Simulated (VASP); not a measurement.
The system is Al5GaP6.

```
CELL_PARAMETERS angstrom
3.82215 -0.01834 -0.01757
-0.01834 3.90627 0.02386
-0.07454 0.10118 16.59385
ATOMIC_POSITIONS crystal
Al 0.49732 0.50019 0.83366
Al 0.98383 0.02464 0.66751
Al 0.50093 0.48288 0.49133
Al 0.00404 0.98859 0.33493
Al 0.51835 0.49961 0.16095
Ga 0.01511 0.97223 0.01046
P 0.52900 0.00103 0.75000
P 0.01536 0.48874 0.57416
P 0.51344 0.96959 0.41425
P 0.01853 0.50813 0.25960
P 0.44505 0.01306 0.07812
P 0.95903 0.55132 0.92503
```

| Property | Result |
| --- | --- |
| Program | VASP 6.6.1 |
| Task | relaxation of cell and atoms |
| Functional | PBE |
| Potentials or basis | VASP PAW PBE potentials, release 64 (Al, Ga_d, P) |
| Cutoff | 600 eV |
| k mesh | 4 × 4 × 1 |
| Occupations | gaussian, width 0.1 eV |
| Spin | no spin polarisation |

At the start: pressure 3.4 GPa; volume 20.64 Å³/atom.

How do energy, volume and symmetry change on relaxing?

Over 24 steps the energy falls by 191.7 meV/atom and the volume is 20.89 Å³/atom (+1.2 %); space group P-4m2 (No. 115, to 0.05 Å).

The path:
```
step  energy change (eV)  largest force (eV/Å)  pressure (GPa)  volume (Å³)
   1              0.0000                6.6314            3.45       247.73
   2             -1.6479                1.5197           -3.00       263.85
   3             -1.7535                1.8818           -1.94       258.92
   4             -2.1774                0.6052           -0.10       251.34
   5             -2.1874                0.5579            0.35       250.00
   6             -2.2421                0.3275           -0.01       250.78
   7             -2.2445                0.3081           -0.10       250.99
   8             -2.2613                0.1962           -0.01       250.70
   9             -2.2659                0.2907            0.08       250.44
  10             -2.2788                0.1956            0.02       250.65
  11             -2.2818                0.1903           -0.02       250.80
  12             -2.2917                0.1341           -0.03       250.79
  13             -2.2936                0.1601           -0.02       250.78
  14             -2.2974                0.0617            0.03       250.62
  15             -2.2974                0.0616            0.03       250.62
  16             -2.2983                0.0506           -0.04       250.82
  17             -2.2983                0.0480           -0.03       250.80
  18             -2.2989                0.0435            0.02       250.67
  19             -2.2990                0.0563            0.04       250.59
  20             -2.2995                0.0388            0.00       250.70
  21             -2.3000                0.0527           -0.09       250.95
  22             -2.3004                0.0444           -0.01       250.77
  23             -2.3007                0.0370            0.06       250.54
  24             -2.3008                0.0171            0.00       250.70
```

Final structure:
```
Al Ga P
1.0
     3.91152   -0.00029   -0.00044
    -0.00017    3.91084   -0.00089
     0.00141   -0.00122   16.38845
Al Ga P
5 1 6
Direct
  0.49950 0.50024 0.83331
  0.99965 0.99959 0.66667
  0.50080 0.49988 0.49999
  0.00082 0.99970 0.33331
  0.49960 0.49985 0.16676
  0.99974 0.00116 0.99999
  0.49944 0.00011 0.75004
  0.00063 0.49955 0.58328
  0.50084 0.99976 0.41665
  0.99958 0.49960 0.25000
  0.49981 0.99992 0.08387
  0.99960 0.50062 0.91611
```
